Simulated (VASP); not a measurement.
# SnO (P4/nmm) in VASP: single point with PBE

Aim: the single point of SnO with PBE.

All numbers are computed with VASP 6.6.1; they aren't measurements. Logs are shortened: lines on timing, memory, paths and dates and some standing lists are left out, and cuts for length are marked.

## (1) The cell of the first run

Symmetry: P4/nmm, No. 129, tetragonal system. Conventional cell: a = 3.868 Å, b = 3.868 Å, c = 5.068 Å, α = 90.00°, β = 90.00°, γ = 90.00°. Within 3.0 Å of Sn (site symmetry 4mm) lie 4 O at 2.25 Å. O (site symmetry -4m2) has 4 Sn at 2.25 Å and 4 O at 2.74 Å within 3.0 Å.

## (2) Single point, PBE

The input, POSCAR:

```
SnO
1.0
    3.8682528639      0.0000000000      0.0000000000
    0.0000000000      3.8682528639      0.0000000000
    0.0000000000      0.0000000000      5.0676297782
Sn O
2 2
Direct
    0.0000000000      0.5000000000      0.2287171844
    0.5000000000      0.0000000000      0.7712828156
    0.0000000000      0.0000000000      0.0000000000
    0.5000000000      0.5000000000      0.0000000000
```

The input, INCAR.step1:

```
SYSTEM = SnO
ALGO = Normal
EDIFF = 1E-6
ENCUT = 520
GGA = PE
ISIF = 2
ISMEAR = 0
LASPH = .True.
LCHARG = .True.
LREAL = .False.
LWAVE = .False.
NBANDS = 28
NELM = 100
PREC = Accurate
SIGMA = 0.05
```

The input, KPOINTS.step1:

```
k-points
0
Gamma
  10 10 8
  0 0 0
```

The input, INCAR.step2:

```
SYSTEM = SnO
ALGO = Normal
EDIFF = 1E-6
ENCUT = 520
GGA = PE
ICHARG = 11
ISIF = 2
ISMEAR = -5
LASPH = .True.
LCHARG = .False.
LORBIT = 10
LREAL = .False.
LWAVE = .False.
NEDOS = 1001
NELM = 100
PREC = Accurate
SIGMA = 0.05
```

The input, KPOINTS.step2:

```
k-points
0
Gamma
  15 15 12
  0 0 0
```

Potentials or basis: VASP PAW PBE potentials, release 64 (Sn_d, O).

On the command line:

```sh
> cat potpaw_PBE.64/Sn_d/POTCAR potpaw_PBE.64/O/POTCAR > POTCAR
> cp INCAR.step1 INCAR
> cp KPOINTS.step1 KPOINTS
> mpirun -np 1 vasp_std > vasp.out
> cp INCAR.step2 INCAR
> cp KPOINTS.step2 KPOINTS
> mpirun -np 1 vasp_std > vasp.out
```

OUTCAR:

```text
SYSTEM = SnO
   EDIFF = 1E-6
   ENCUT = 520
   GGA = PE
   ICHARG = 11
   ISIF = 2
   ISMEAR = -5
   LASPH = .True.
   LORBIT = 10
   LREAL = .False.
   NELM = 100
   PREC = Accurate

 ion  position               nearest neighbor table
   1  0.000  0.500  0.229-   3 2.25   4 2.25   3 2.25   4 2.25   2 3.59   2 3.59   2 3.59   2 3.59

   2  0.500  0.000  0.771-   3 2.25   4 2.25   4 2.25   3 2.25   1 3.59   1 3.59   1 3.59   1 3.59

   3  0.000  0.000  0.000-   1 2.25   2 2.25   1 2.25   2 2.25
   4  0.500  0.500  0.000-   1 2.25   2 2.25   2 2.25   1 2.25

  LATTYP: Found a simple tetragonal cell.
 ALAT       =     3.8682528639
 C/A-ratio  =     1.3100564923

  Lattice vectors:

 A1 = (   3.8682528639,   0.0000000000,   0.0000000000)
 A2 = (   0.0000000000,   3.8682528639,   0.0000000000)
 A3 = (   0.0000000000,   0.0000000000,   5.0676297782)

Analysis of symmetry for initial positions (statically):
=====================================================================
 Subroutine PRICEL returns:
 Original cell was already a primitive cell.

 Routine SETGRP: Setting up the symmetry group for a
 simple tetragonal supercell.

 Subroutine GETGRP returns: Found 16 space group operations
 (whereof  8 operations were pure point group operations)
 out of a pool of 16 trial point group operations.

The static configuration has the point symmetry D_2d.
 The point group associated with its full space group is D_4h.

Analysis of symmetry for dynamics (positions and initial velocities):
=====================================================================
 Subroutine PRICEL returns:
 Original cell was already a primitive cell.

 Routine SETGRP: Setting up the symmetry group for a
 simple tetragonal supercell.

 Subroutine GETGRP returns: Found 16 space group operations
 (whereof  8 operations were pure point group operations)
 out of a pool of 16 trial point group operations.

The dynamic configuration has the point symmetry D_2d.
 The point group associated with its full space group is D_4h.

 Subroutine INISYM returns: Found 16 space group operations
 (whereof  8 operations are pure point group operations),
 and found     1 'primitive' translations

----------------------------------------------------------------------------------------

                                     Primitive cell

  volume of cell :      75.8289

  direct lattice vectors                    reciprocal lattice vectors
     3.868252864  0.000000000  0.000000000     0.258514641  0.000000000  0.000000000
     0.000000000  3.868252864  0.000000000     0.000000000  0.258514641  0.000000000
     0.000000000  0.000000000  5.067629778     0.000000000  0.000000000  0.197330911

  length of vectors
     3.868252864  3.868252864  5.067629778     0.258514641  0.258514641  0.197330911

  position of ions in fractional coordinates (direct lattice)
     0.000000000  0.500000000  0.228717184
     0.500000000  0.000000000  0.771282816
     0.000000000  0.000000000  0.000000000
     0.500000000  0.500000000  0.000000000

  ion indices of the primitive-cell ions
   primitive index   ion index
                 1           1
                 2           2
                 3           3
                 4           4

----------------------------------------------------------------------------------------

 KPOINTS: k-points

Automatic generation of k-mesh.
 Grid dimensions read from file:
 generate k-points for:   15   15   12

 Generating k-lattice:

  Cartesian coordinates                     Fractional coordinates (reciprocal lattice)
     0.017234309  0.000000000  0.000000000     0.066666667  0.000000000  0.000000000
     0.000000000  0.017234309  0.000000000     0.000000000  0.066666667  0.000000000
     0.000000000  0.000000000  0.016444243     0.000000000  0.000000000  0.083333333

  Length of vectors
     0.017234309  0.017234309  0.016444243

  Shift w.r.t. Gamma in fractional coordinates (k-lattice)
     0.000000000  0.000000000  0.000000000

 TETIRR: Found   4038 inequivalent tetrahedra from    16200

 Subroutine IBZKPT returns following result:
 ===========================================

 Found    252 irreducible k-points:

 Following reciprocal coordinates:
            Coordinates               Weight
  0.000000  0.000000  0.000000      1.000000
  0.066667  0.000000  0.000000      4.000000
  0.133333  0.000000  0.000000      4.000000
  0.200000  0.000000  0.000000      4.000000
  0.266667  0.000000  0.000000      4.000000
  0.333333  0.000000  0.000000      4.000000
[... 16 lines left out ...]
  0.266667  0.200000  0.000000      8.000000
  0.333333  0.200000  0.000000      8.000000
 [... further k-points ...]
   k-points           NKPTS =    252   k-points in BZ     NKDIM =    252   number of bands    NBANDS=     24
   number of dos      NEDOS =   1001   number of ions     NIONS =      4
   total plane-waves  NPLWV =  36000
   dimension x,y,z NGX =    30 NGY =   30 NGZ =   40
   dimension x,y,z NGXF=    60 NGYF=   60 NGZF=   80
   ions per type =               2   2
   NGX,Y,Z   is equivalent  to a cutoff of  12.89, 12.89, 13.12 a.u.
   NGXF,Y,Z  is equivalent  to a cutoff of  25.79, 25.79, 26.24 a.u.
 SYSTEM =  SnO
   PREC   = accura    normal or accurate (medium, high low for compatibility)
   ISTART =      0    job   : 0-new  1-cont  2-samecut
   ICHARG =     11    charge: 1-file 2-atom 10-const
   ISPIN  =      1    spin polarized calculation?
   LNONCOLLINEAR =      F non collinear calculations
   LSORBIT =      F    spin-orbit coupling
   LASPH  =      T    aspherical Exc in radial PAW
   ENCUT  =  520.0 eV  38.22 Ry    6.18 a.u.   7.19  7.19  9.42*2*pi/ulx,y,z
   NELM   =    100;   NELMIN=  2; NELMDL=  0     # of ELM steps
   EDIFF  = 0.1E-05   stopping-criterion for ELM
   LREAL  =      F    real-space projection
   EDIFFG = 0.1E-04   stopping-criterion for IOM
   NSW    =      0    number of steps for IOM
   IBRION =     -1    ionic relax: 0-MD 1-quasi-New 2-CG
   NFREE  =      0    steps in history (QN), initial steepest desc. (CG)
   ISIF   =      2    stress and relaxation
   ISYM   =      2    0-nonsym 1-usesym 2-fastsym
   POTIM  = 0.5000    time-step for ionic-motion
   TEBEG  =    0.0;   TEEND  =   0.0 temperature during run
   PSTRESS=    0.0 pullay stress
   NELECT =      40.0000    total number of electrons
   NUPDOWN=      -1.0000    fix difference up-down
   EMIN   =  10.00;   EMAX   =-10.00  energy-range for DOS
   EFERMI =   0.00;   METHOD = LEGACY
   ISMEAR =    -5;   SIGMA  =   0.05  broadening in eV -4-tet -1-fermi 0-gaus
   EFERMI_NEDOS =   21; number of points for ismear=-14 and -15
   IALGO  =     38    algorithm
   IMIX   =      4    mixing-type and parameters
     AMIX     =   0.40;   BMIX     =  1.00
     AMIX_MAG =   1.60;   BMIX_MAG =  1.00
  volume/ion in A,a.u.               =      18.96       127.93
  Fermi-wavevector in a.u.,A,eV,Ry     =   1.322767  2.499667 23.806278  1.749712
  Thomas-Fermi vector in A             =   2.452424
   LORBIT       =     10    0 simple, 1 ext, 2 COOP (PROOUT), +10 PAW based schemes
   GGA     = PE    functional components
   LHFCALC =     F    Hartree Fock is set to
   AEXX    =    0.0000 exact exchange contribution
   IVDW    =     0    specifies the selected vdW correction
   LEPSILON=     F    determine dielectric tensor
   LRPA    =     F    only Hartree local field effects (RPA)
 non-spin polarized calculation
 Fermi weights with tetrahedron method with Bloechl corrections
  energy-cutoff  :      520.00
  volume of cell :       75.83
 maximum number of plane-waves:      2062
 NGX is ok and might be reduce to    30

 number of electron      39.9999995 magnetization

 Free energy of the ion-electron system (eV)
  ---------------------------------------------------
  ext. energy  EPLUGINS =         0.00000000
  ---------------------------------------------------
  free energy    TOTEN  =       -22.72630837 eV

  energy without entropy =      -22.72630837  energy(sigma->0) =      -22.72630837

 E-fermi :   6.1371     XC(G=0):  -9.8209

 val. band max:        6.1354356966   @ k =   0.0667   0.0667   0.0000
 cond. band min:       6.6891974921   @ k =   0.4667   0.4667   0.0000
 fundamental gap:      0.5537617955
 Fermi energy:         6.1371367527

 k-point     1 :       0.0000    0.0000    0.0000
  band No.  band energies     occupation
      1     -15.6123      2.00000
      2     -15.2487      2.00000
      3     -15.2416      2.00000
      4     -15.2416      2.00000
      5     -15.2087      2.00000
      6     -15.1959      2.00000
[... 16 lines left out ...]
     23      11.0535      0.00000
     24      11.0535      0.00000

 k-point     2 :       0.0667    0.0000    0.0000
  band No.  band energies     occupation
      1     -15.6100      2.00000
      2     -15.2478      2.00000
      3     -15.2409      2.00000
      4     -15.2409      2.00000
      5     -15.2093      2.00000
      6     -15.1947      2.00000
[... 16 lines left out ...]
     23      10.8111      0.00000
     24      11.0793      0.00000

 k-point     3 :       0.1333    0.0000    0.0000
  band No.  band energies     occupation
      1     -15.6031      2.00000
      2     -15.2490      2.00000
      3     -15.2391      2.00000
      4     -15.2388      2.00000
      5     -15.2108      2.00000
      6     -15.2003      2.00000
[... 16 lines left out ...]
     23      10.7161      0.00000
     24      11.1771      0.00000
[... 514 lines left out ...]
 k-point    23 :       0.2667    0.2000    0.0000
  band No.  band energies     occupation
      1     -15.5693      2.00000
      2     -15.3763      2.00000
      3     -15.2397      2.00000
      4     -15.2250      2.00000
      5     -15.2151      2.00000
      6     -15.2111      2.00000
[... 16 lines left out ...]
     23      10.3504      0.00000
     24      10.3904      0.00000

 k-point    24 :       0.3333    0.2000    0.0000
  band No.  band energies     occupation
      1     -15.5569      2.00000
      2     -15.4193      2.00000
      3     -15.2348      2.00000
      4     -15.2214      2.00000
      5     -15.2140      2.00000
      6     -15.2116      2.00000
[... 16 lines left out ...]
     23      10.5572      0.00000
     24      10.7931      0.00000

 [... further k-points ...]
[... 5 lines left out ...]
  --------------------------------------------------------------------------------------
  -------------------------------------------------------------------------------------
  Total        0.0896291      0.0896291      0.1108661      0.0000000      0.0000000      0.0000000
  in kB        1.8937614      1.8937614      2.3424742      0.0000000      0.0000000      0.0000000
  external PRESSURE =       2.0433323 kB  Pullay stress =       0.0000000 kB

 VOLUME and BASIS-vectors are now :
 -----------------------------------------------------------------------------
  energy-cutoff  :      520.00
  volume of cell :       75.83
      direct lattice vectors                 reciprocal lattice vectors
     3.868252864  0.000000000  0.000000000     0.258514641  0.000000000  0.000000000
     0.000000000  3.868252864  0.000000000     0.000000000  0.258514641  0.000000000
     0.000000000  0.000000000  5.067629778     0.000000000  0.000000000  0.197330911

 POSITION                                       TOTAL-FORCE (eV/Angst)
 -----------------------------------------------------------------------------------
      0.00000      1.93413      1.15905        -0.000000      0.000000      0.076315
      1.93413      0.00000      3.90858         0.000000     -0.000000     -0.076315
      0.00000      0.00000      0.00000        -0.000000      0.000000      0.000000
      1.93413      1.93413      0.00000        -0.000000     -0.000000      0.000000
 -----------------------------------------------------------------------------------
    total drift:                                0.000000      0.000000     -0.000000

  FREE ENERGIE OF THE ION-ELECTRON SYSTEM (eV)
  ---------------------------------------------------
  free  energy   TOTEN  =       -22.7263083657 eV

  energy  without entropy=      -22.7263083657  energy(sigma->0) =      -22.72630837

 total charge

# of ion       s       p       d       tot
------------------------------------------
    1        1.268   0.755  10.059  12.082
    2        1.268   0.755  10.059  12.082
    3        1.576   3.418   0.000   4.995
    4        1.576   3.418   0.000   4.995
--------------------------------------------------
tot          5.688   8.348  20.119  34.155
```

It took 12 min on 1 thread of Intel Xeon 8259CL, shared host; peak memory 0.47 GiB.

Results:

| Item | Value |
| --- | --- |
| Valence electrons inside the program's atomic spheres | Sn 12.08; O 5.00 |

Caveat: spin-orbit coupling is left out, which moves the levels of the heavy elements.
